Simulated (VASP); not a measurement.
Set up this calculation in VASP 6.6.1, as the native input.

* Task: single point
* Functional: PBE
* Potentials or basis: VASP PAW PBE potentials, release 64 (O, Ni)
* Cutoff: 520 eV
* k mesh: 8 × 8 × 8
* Occupations: fermi-dirac, width 0.03 eV
* Spin: collinear spin, ferromagnetic start
* Starting moments: [0.0, 0.0, 2.0, 2.0] μB
* Hubbard terms: Ni d U = 6.6 eV
* Dipole correction: no
* Further INCAR settings: ALGO = Normal; EDIFF = 1e-06; NBANDS = 28

The structure of NiO lies in POSCAR:

```
NiO
1.0
    4.1771000000      2.0885500000      2.0885500000
    2.0885500000      4.1771000000      2.0885500000
    2.0885500000      2.0885500000      4.1771000000
O Ni
2 2
Direct
    0.2500000000      0.2500000000      0.2500000000
    0.7500000000      0.7500000000      0.7500000000
    0.0000000000      0.0000000000      0.0000000000
    0.5000000000      0.5000000000      0.5000000000
```

The input as run:

INCAR

```
SYSTEM = NiO
PREC     = Accurate       ! precision mode
ENCUT    = 520            ! plane-wave cutoff, eV
EDIFF    = 1E-6           ! SCF threshold, eV
ISMEAR   = -1             ! smearing method
SIGMA    = 0.03           ! smearing width, eV
LREAL    = .False.        ! projectors in reciprocal space
LASPH    = .True.         ! aspherical terms in the spheres
NELM     = 150            ! most SCF steps
ALGO     = Normal         ! electronic algorithm
ISIF     = 2              ! what is computed and relaxed
LWAVE    = .False.        ! write WAVECAR
LCHARG   = .True.         ! write CHGCAR
ISPIN    = 2              ! spin polarisation
MAGMOM   = 0 0 2 2        ! initial moments
LORBIT   = 11             ! projections on sites
LMAXMIX  = 4              ! l up to which the mixer works
LDAU     = .True.         ! DFT+U
LDAUTYPE = 2            
LDAUL    = -1 2           ! shell
LDAUU    = 0 6.6          ! U, eV
LDAUJ    = 0 0          
LDAUPRINT= 1            
GGA      = PE             ! functional
LELF     = .True.         ! ELF
LVHAR    = .True.       
NBANDS   = 28             ! bands
```

KPOINTS

```
regular mesh
0
Gamma
  8 8 8
  0 0 0
```

Potentials or basis: VASP PAW PBE potentials, release 64 (O, Ni).

Command:

```console
$ cat potpaw_PBE.64/O/POTCAR potpaw_PBE.64/Ni/POTCAR > POTCAR
$ mpirun -np 1 vasp_std > vasp.out
```

It gave:

```json
{
  "Pressure": "2.2 GPa",
  "Band gap on the k mesh": "2.74 eV",
  "Net moment": "4.00 μB per cell",
  "Site moments": "O +0.16; Ni +1.84 μB",
  "Valence electrons inside the program's atomic spheres": "O 5.03; Ni 9.00"
}
```

Run time: 2.9 min on 1 thread of Intel(R) Xeon(R) 6975P-C (Granite Rapids), with other jobs on the host, peak memory 0.34 GiB.
